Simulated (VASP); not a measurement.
# SnO2 (Pnnm) in VASP: a series of runs

The runs below take SnO2 through single point, with PBEsol, LDA, r2SCAN.

All numbers are computed with VASP 6.6.1; they aren't measurements. Logs are shortened: lines on timing, memory, paths and dates and some standing lists are left out, and cuts for length are marked.

**1. The cell of the first run**

Symmetry: Pnnm, No. 58, orthorhombic system. The conventional cell has a = 4.788 Å, b = 4.867 Å, c = 3.241 Å, α = 90.00°, β = 90.00°, γ = 90.00°. Sn (site symmetry 2/m) has 6 O at 2.09 to 2.10 Å within 2.8 Å. Within 2.8 Å of O (site symmetry m) lie 3 Sn at 2.09 to 2.10 Å and 1 O at 2.65 Å.

**2. Single point, PBEsol**

Contents of INCAR:

```
ALGO     = Normal         # electronic algorithm
EDIFF    = 1E-6           # SCF threshold, eV
ENCUT    = 520            # plane-wave cutoff, eV
GGA      = PS             # functional
ISIF     = 2              # what is computed and relaxed
ISMEAR   = 0              # smearing method
LASPH    = T              # aspherical terms in the spheres
LCHARG   = F              # write CHGCAR
LREAL    = F              # projectors in reciprocal space
LWAVE    = F              # write WAVECAR
NBANDS   = 35             # bands
NELM     = 60             # most SCF steps
PREC     = Accurate       # precision mode
SIGMA    = 0.01           # smearing width, eV
```

Contents of KPOINTS:

```
k-points
0
Gamma
  4 4 6
```

Contents of POSCAR:

```
SnO2
1.0
    4.7880040000      0.0000000000      0.0000000000
    0.0000000000      4.8665820000      0.0000000000
    0.0000000000      0.0000000000      3.2408980000
Sn O
2 4
Direct
    0.5000000000      0.5000000000      0.5000000000
    0.0000000000      0.0000000000      0.0000000000
    0.2918550000      0.3210420000      0.0000000000
    0.7918550000      0.1789580000      0.5000000000
    0.2081450000      0.8210420000      0.5000000000
    0.7081450000      0.6789580000      0.0000000000
```

Potentials or basis: VASP PAW PBE potentials, release 64 (Sn_d, O).

The run is started by

```sh
$ cat potpaw_PBE.64/Sn_d/POTCAR potpaw_PBE.64/O/POTCAR > POTCAR
$ mpirun -np 1 vasp_std > vasp.out
```

OUTCAR:

```text
EDIFF = 1E-6
   ENCUT = 520
   GGA = PS
   ISIF = 2
   ISMEAR = 0
   LASPH = T
   LREAL = F
   NELM = 60
   PREC = Accurate

 ion  position               nearest neighbor table
   1  0.500  0.500  0.500-   3 2.09   6 2.09   3 2.09   6 2.09   5 2.10   4 2.10
   2  0.000  0.000  0.000-   4 2.09   5 2.09   4 2.09   5 2.09   3 2.10   6 2.10
   3  0.292  0.321  0.000-   1 2.09   1 2.09   2 2.10
   4  0.792  0.179  0.500-   2 2.09   2 2.09   1 2.10
   5  0.208  0.821  0.500-   2 2.09   2 2.09   1 2.10
   6  0.708  0.679  0.000-   1 2.09   1 2.09   2 2.10

  LATTYP: Found a simple orthorhombic cell.
 ALAT       =     3.2408980000
 B/A-ratio  =     1.4773695439
 C/A-ratio  =     1.5016152930

  Lattice vectors:

 A1 = (   0.0000000000,   0.0000000000,   3.2408980000)
 A2 = (   4.7880040000,   0.0000000000,   0.0000000000)
 A3 = (   0.0000000000,   4.8665820000,   0.0000000000)

Analysis of symmetry for initial positions (statically):
=====================================================================
 Subroutine PRICEL returns:
 Original cell was already a primitive cell.

 Routine SETGRP: Setting up the symmetry group for a
 simple orthorhombic supercell.

 Subroutine GETGRP returns: Found  8 space group operations
 (whereof  4 operations were pure point group operations)
 out of a pool of  8 trial point group operations.

The static configuration has the point symmetry C_2h.
 The point group associated with its full space group is D_2h.

Analysis of symmetry for dynamics (positions and initial velocities):
=====================================================================
 Subroutine PRICEL returns:
 Original cell was already a primitive cell.

 Routine SETGRP: Setting up the symmetry group for a
 simple orthorhombic supercell.

 Subroutine GETGRP returns: Found  8 space group operations
 (whereof  4 operations were pure point group operations)
 out of a pool of  8 trial point group operations.

The dynamic configuration has the point symmetry C_2h.
 The point group associated with its full space group is D_2h.

 Subroutine INISYM returns: Found  8 space group operations
 (whereof  4 operations are pure point group operations),
 and found     1 'primitive' translations

----------------------------------------------------------------------------------------

                                     Primitive cell

  volume of cell :      75.5169

  direct lattice vectors                    reciprocal lattice vectors
     4.788004000  0.000000000  0.000000000     0.208855298  0.000000000  0.000000000
     0.000000000  4.866582000  0.000000000     0.000000000  0.205483027  0.000000000
     0.000000000  0.000000000  3.240898000     0.000000000  0.000000000  0.308556456

  length of vectors
     4.788004000  4.866582000  3.240898000     0.208855298  0.205483027  0.308556456

  position of ions in fractional coordinates (direct lattice)
     0.500000000  0.500000000  0.500000000
     0.000000000  0.000000000  0.000000000
     0.291855000  0.321042000  0.000000000
     0.791855000  0.178958000  0.500000000
     0.208145000  0.821042000  0.500000000
     0.708145000  0.678958000  0.000000000

  ion indices of the primitive-cell ions
   primitive index   ion index
                 1           1
                 2           2
                 3           3
                 4           4
                 5           5
                 6           6

----------------------------------------------------------------------------------------

 KPOINTS: k-points

Automatic generation of k-mesh.
 Grid dimensions read from file:
 generate k-points for:    4    4    6

 Generating k-lattice:

  Cartesian coordinates                     Fractional coordinates (reciprocal lattice)
     0.052213824  0.000000000  0.000000000     0.250000000  0.000000000  0.000000000
     0.000000000  0.051370757  0.000000000     0.000000000  0.250000000  0.000000000
     0.000000000  0.000000000  0.051426076     0.000000000  0.000000000  0.166666667

  Length of vectors
     0.052213824  0.051370757  0.051426076

  Shift w.r.t. Gamma in fractional coordinates (k-lattice)
     0.000000000  0.000000000  0.000000000

 Subroutine IBZKPT returns following result:
 ===========================================

 Found     36 irreducible k-points:

 Following reciprocal coordinates:
            Coordinates               Weight
  0.000000  0.000000  0.000000      1.000000
  0.250000  0.000000  0.000000      2.000000
  0.500000  0.000000  0.000000      1.000000
  0.000000  0.250000  0.000000      2.000000
  0.250000  0.250000  0.000000      4.000000
  0.500000  0.250000  0.000000      2.000000
[... 16 lines left out ...]
  0.250000  0.250000  0.333333      8.000000
  0.500000  0.250000  0.333333      4.000000
 [... further k-points ...]
   k-points           NKPTS =     36   k-points in BZ     NKDIM =     36   number of bands    NBANDS=     35
[... 54 lines left out ...]
   NGX = 17   NGY = 19   NGZ = 13

 number of electron      51.9999998 magnetization

 Free energy of the ion-electron system (eV)
  ---------------------------------------------------
  ext. energy  EPLUGINS =         0.00000000
  ---------------------------------------------------
  free energy    TOTEN  =       -39.61772329 eV

  energy without entropy =      -39.61772329  energy(sigma->0) =      -39.61772329

 E-fermi :   5.3887     XC(G=0): -11.2533

 val. band max:        5.2909451898   @ k =   0.0000   0.0000   0.0000
 cond. band min:       6.0100082773   @ k =   0.0000   0.0000   0.0000
 fundamental gap:      0.7190630875
 Fermi energy:         5.3886710072

 k-point     1 :       0.0000    0.0000    0.0000
  band No.  band energies     occupation
      1     -15.5498      2.00000
      2     -14.8875      2.00000
      3     -14.6867      2.00000
      4     -14.6615      2.00000
      5     -14.6581      2.00000
      6     -14.5911      2.00000
[... 27 lines left out ...]
     34      16.9081      0.00000
     35      17.2808      0.00000

 k-point     2 :       0.2500    0.0000    0.0000
  band No.  band energies     occupation
      1     -15.4665      2.00000
      2     -14.9844      2.00000
      3     -14.6846      2.00000
      4     -14.6581      2.00000
      5     -14.6555      2.00000
      6     -14.6419      2.00000
[... 27 lines left out ...]
     34      17.1433      0.00000
     35      17.4516      0.00000

 k-point     3 :       0.5000    0.0000    0.0000
  band No.  band energies     occupation
      1     -15.2412      2.00000
      2     -15.2412      2.00000
      3     -14.6760      2.00000
      4     -14.6760      2.00000
      5     -14.6537      2.00000
      6     -14.6537      2.00000
[... 27 lines left out ...]
     34      17.2057      0.00000
     35      17.6436      0.00000

 k-point     4 :       0.0000    0.2500    0.0000
  band No.  band energies     occupation
      1     -15.4667      2.00000
      2     -14.9850      2.00000
      3     -14.6849      2.00000
      4     -14.6579      2.00000
      5     -14.6555      2.00000
      6     -14.6418      2.00000
[... 27 lines left out ...]
     34      16.8303      0.00000
     35      17.3180      0.00000

 k-point     5 :       0.2500    0.2500    0.0000
  band No.  band energies     occupation
      1     -15.4202      2.00000
      2     -15.0822      2.00000
      3     -14.6799      2.00000
      4     -14.6609      2.00000
      5     -14.6550      2.00000
      6     -14.6535      2.00000
[... 638 lines left out ...]
 k-point    22 :       0.0000    0.2500    0.3333
  band No.  band energies     occupation
      1     -15.3368      2.00000
      2     -15.2800      2.00000
      3     -14.9470      2.00000
      4     -14.6806      2.00000
      5     -14.5510      2.00000
      6     -14.5387      2.00000
[... 27 lines left out ...]
     34      16.7412      0.00000
     35      17.3282      0.00000

 k-point    23 :       0.2500    0.2500    0.3333
  band No.  band energies     occupation
      1     -15.3750      2.00000
      2     -15.1951      2.00000
      3     -15.0176      2.00000
      4     -14.6891      2.00000
      5     -14.5552      2.00000
      6     -14.5341      2.00000
[... 27 lines left out ...]
     34      16.9365      0.00000
     35      17.1977      0.00000

 k-point    24 :       0.5000    0.2500    0.3333
  band No.  band energies     occupation
      1     -15.3106      2.00000
      2     -15.3106      2.00000
      3     -14.8482      2.00000
      4     -14.8482      2.00000
      5     -14.5468      2.00000
      6     -14.5468      2.00000
[... 27 lines left out ...]
     34      16.3672      0.00000
     35      17.7541      0.00000

 [... further k-points ...]

------------------------ aborting loop because EDIFF is reached ----------------------------------------

  FORCE on cell =-STRESS in cart. coord.  units (eV):
  Direction    XX          YY          ZZ          XY          YZ          ZX
  --------------------------------------------------------------------------------------
  -------------------------------------------------------------------------------------
  Total       -2.5123350     -2.6280733     -3.0157106      0.0000000      0.0000000      0.0000000
  in kB      -53.3020866    -55.7576083    -63.9817816      0.0000000      0.0000000      0.0000000
  external PRESSURE =     -57.6804922 kB  Pullay stress =       0.0000000 kB

 VOLUME and BASIS-vectors are now :
 -----------------------------------------------------------------------------
  energy-cutoff  :      520.00
  volume of cell :       75.52
      direct lattice vectors                 reciprocal lattice vectors
     4.788004000  0.000000000  0.000000000     0.208855298  0.000000000  0.000000000
     0.000000000  4.866582000  0.000000000     0.000000000  0.205483027  0.000000000
     0.000000000  0.000000000  3.240898000     0.000000000  0.000000000  0.308556456

 POSITION                                       TOTAL-FORCE (eV/Angst)
 -----------------------------------------------------------------------------------
      2.39400      2.43329      1.62045         0.000000     -0.000000      0.000000
      0.00000      0.00000      0.00000         0.000000     -0.000000      0.000000
      1.39740      1.56238      0.00000         0.102362     -0.018440      0.000000
      3.79140      0.87091      1.62045         0.102362      0.018440      0.000000
      0.99660      3.99567      1.62045        -0.102362     -0.018440     -0.000000
      3.39060      3.30420      0.00000        -0.102362      0.018440     -0.000000
 -----------------------------------------------------------------------------------
    total drift:                                0.000000      0.000000      0.000000

  FREE ENERGIE OF THE ION-ELECTRON SYSTEM (eV)
  ---------------------------------------------------
  free  energy   TOTEN  =       -39.6177232912 eV

  energy  without entropy=      -39.6177232912  energy(sigma->0) =      -39.61772329
```

Run time: 2.8 min. Hardware: 1 thread of AMD EPYC 7R13, shared host; peak memory 0.19 GiB.

What came out:

- Free energy: -39.6177 eV
- Pressure: -5.8 GPa
- Largest force: 0.104 eV/Å
- Band gap on the k mesh: 0.72 eV, direct

Forces on the atoms (eV/Å):
```
Sn   0.000  0.000  0.000
Sn   0.000  0.000  0.000
O    0.102 -0.018  0.000
O    0.102  0.018  0.000
O   -0.102 -0.018  0.000
O   -0.102  0.018  0.000
```

Levels at points of the mesh, in eV from the valence-band top:
```
           k point  band 23  band 24  band 25  band 26  band 27  band 28  band 29  band 30
(0.00, 0.00, 0.00)    -1.14    -0.63    -0.62     0.00     0.72     5.63     5.92     6.08
(0.50, 0.00, 0.00)    -1.12    -1.12    -0.44    -0.44     3.79     3.79     6.51     6.51
(0.00, 0.50, 0.00)    -1.11    -1.11    -0.56    -0.56     3.95     3.95     6.96     6.96
(0.50, 0.50, 0.00)    -1.24    -1.24    -0.73    -0.73     4.27     4.27     7.07     7.07
(0.00, 0.00, 0.50)    -1.46    -1.46    -1.05    -1.05     5.57     5.57     9.26     9.26
(0.50, 0.00, 0.50)    -0.82    -0.82    -0.71    -0.71     5.87     5.87     7.63     7.63
(0.00, 0.50, 0.50)    -1.03    -1.03    -0.61    -0.61     5.77     5.77     7.41     7.41
(0.50, 0.50, 0.50)    -0.84    -0.84    -0.66    -0.66     4.33     4.33     8.52     8.52
```

Caveat: the PAW data sets were made with another functional, which shifts forces and pressure a little; spin-orbit coupling is left out, which moves the levels of the heavy elements. Expect the measured gap to be larger: semilocal functionals such as PBEsol lack the derivative discontinuity.

**3. Single point, LDA**

Contents of INCAR:

```
PREC = Accurate ; ENCUT = 520
EDIFF = 1E-6 ; ISMEAR = 0
SIGMA = 0.01 ; LREAL = F
LASPH = T ; NELM = 80
ALGO = Normal ; ISIF = 2
LWAVE = F ; LCHARG = F
NBANDS = 35
```

Contents of KPOINTS:

```
Automatic mesh
0
Gamma
  4 4 6
```

POSCAR is that of step 2.

Potentials or basis: VASP PAW LDA potentials, release 64 (Sn_d, O).

The run is started by

```sh
$ cat potpaw_LDA.64/Sn_d/POTCAR potpaw_LDA.64/O/POTCAR > POTCAR
$ mpirun -np 1 vasp_std > vasp.out
```

It took 2.6 min on 1 thread of AMD EPYC 7R13, shared host; peak memory 0.17 GiB.

Results (log left out):

```
Free energy            : -42.1335 eV
Pressure               : -10.4 GPa
Largest force          : 0.151 eV/Å
Band gap on the k mesh : 0.70 eV, direct
```

Forces in eV/Å, atoms in the order of the input:
```
Sn   0.000  0.000  0.000
Sn   0.000  0.000  0.000
O    0.151 -0.004  0.000
O    0.151  0.004  0.000
O   -0.151 -0.004  0.000
O   -0.151  0.004  0.000
```

Stress tensor (GPa, compression positive):
```
 -9.75   0.00   0.00
  0.00 -10.03   0.00
  0.00   0.00 -11.43
```

Levels at points of the mesh, in eV from the valence-band top:
```tsv
k point	band 23	band 24	band 25	band 26	band 27	band 28	band 29	band 30
(0.00, 0.00, 0.00)	-1.16	-0.64	-0.63	0.00	0.70	5.53	5.84	6.00
(0.50, 0.00, 0.00)	-1.14	-1.14	-0.44	-0.44	3.73	3.73	6.41	6.41
(0.00, 0.50, 0.00)	-1.13	-1.13	-0.57	-0.57	3.89	3.89	6.86	6.86
(0.50, 0.50, 0.00)	-1.26	-1.26	-0.73	-0.73	4.20	4.20	6.99	6.99
(0.00, 0.00, 0.50)	-1.47	-1.47	-1.05	-1.05	5.47	5.47	9.17	9.17
(0.50, 0.00, 0.50)	-0.83	-0.83	-0.73	-0.73	5.77	5.77	7.57	7.57
(0.00, 0.50, 0.50)	-1.04	-1.04	-0.62	-0.62	5.67	5.67	7.35	7.35
(0.50, 0.50, 0.50)	-0.85	-0.85	-0.66	-0.66	4.25	4.25	8.41	8.41
```

Caveat: spin-orbit coupling is left out, which moves the levels of the heavy elements.

**4. Single point, r2SCAN**

POSCAR is that of step 3.

Contents of INCAR.step1:

```
PREC = Accurate ; ENCUT = 520
ISMEAR = 0 ; SIGMA = 0.01
LREAL = F ; LASPH = T
NELM = 80 ; NBANDS = 35
GGA = PE ; ALGO = Normal
EDIFF = 1E-4 ; LWAVE = T
LCHARG = F
```

Contents of INCAR.step2:

```
PREC = Accurate ; ENCUT = 520
EDIFF = 1E-7 ; ISMEAR = 0
SIGMA = 0.01 ; LREAL = F
LASPH = T ; NELM = 80
ALGO = Normal ; ISIF = 2
LWAVE = F ; LCHARG = F
METAGGA = R2SCAN ; LMIXTAU = T
NBANDS = 35 ; ISTART = 1
```

KPOINTS is that of step 3.

Potentials or basis: VASP PAW PBE potentials, release 64 (Sn_d, O).

The run is started by

```sh
$ cat potpaw_PBE.64/Sn_d/POTCAR potpaw_PBE.64/O/POTCAR > POTCAR
$ cp INCAR.step1 INCAR
$ mpirun -np 1 vasp_std > vasp.out
$ cp INCAR.step2 INCAR
$ mpirun -np 1 vasp_std > vasp.out
```

Wall time 10 min (1 thread of AMD EPYC 7R13, shared host); peak memory 0.19 GiB.

Results (log left out):

```yaml
Free_energy: -84.5550 eV
Pressure: -7.3 GPa
Largest_force: 0.118 eV/Å
Band_gap_on_the_k_mesh: 1.42 eV, direct
```

Forces on the atoms (eV/Å):
```
Sn   0.000  0.000  0.000
Sn   0.000  0.000  0.000
O    0.101 -0.059  0.000
O    0.101  0.059  0.000
O   -0.101 -0.059  0.000
O   -0.101  0.059  0.000
```

Stress tensor (GPa, compression positive):
```
-6.63  0.00  0.00
 0.00 -6.98  0.00
 0.00  0.00 -8.26
```

Levels at points of the mesh, in eV from the valence-band top:
| k point | band 24 | band 25 | band 26 | band 27 | band 28 | band 29 |
| --- | --- | --- | --- | --- | --- | --- |
| (0.00, 0.00, 0.00) | -0.65 | -0.64 | 0.00 | 1.42 | 6.44 | 6.83 |
| (0.50, 0.00, 0.00) | -1.10 | -0.46 | -0.46 | 4.52 | 4.52 | 7.39 |
| (0.00, 0.50, 0.00) | -1.09 | -0.57 | -0.57 | 4.67 | 4.67 | 7.86 |
| (0.50, 0.50, 0.00) | -1.22 | -0.77 | -0.77 | 5.02 | 5.02 | 7.93 |
| (0.00, 0.00, 0.50) | -1.49 | -1.09 | -1.09 | 6.42 | 6.42 | 10.26 |
| (0.50, 0.00, 0.50) | -0.86 | -0.70 | -0.70 | 6.72 | 6.72 | 8.64 |
| (0.00, 0.50, 0.50) | -1.07 | -0.60 | -0.60 | 6.62 | 6.62 | 8.42 |
| (0.50, 0.50, 0.50) | -0.86 | -0.71 | -0.71 | 5.18 | 5.18 | 9.46 |

Caveat: the PAW data sets were made with another functional, which shifts forces and pressure a little; spin-orbit coupling is left out, which moves the levels of the heavy elements. r2SCAN opens gaps a little over a GGA but as a rule still falls short of measured ones.

**5. The runs side by side**

| level | potentials or basis | gap on the mesh (eV) | pressure (GPa) | largest force (eV/Å) |
| --- | --- | --- | --- | --- |
| PBEsol | VASP PAW PBE potentials, release 64 (Sn_d, O) | 0.72 | -5.8 | 0.10 |
| LDA | VASP PAW LDA potentials, release 64 (Sn_d, O) | 0.70 | -10.4 | 0.15 |
| r2SCAN | VASP PAW PBE potentials, release 64 (Sn_d, O) | 1.42 | -7.3 | 0.12 |

Alike in all rows: task single point; no spin polarisation; cell as given; k mesh 4 × 4 × 6; cutoff (eV) 520; smearing gaussian 0.01 eV.

Caveats: spin-orbit coupling is left out, which moves the levels of the heavy elements; the PAW data sets were made with another functional, which shifts forces and pressure a little (some runs).

Total energies depend on the potentials used, so only differences within one code and one set of settings carry meaning.
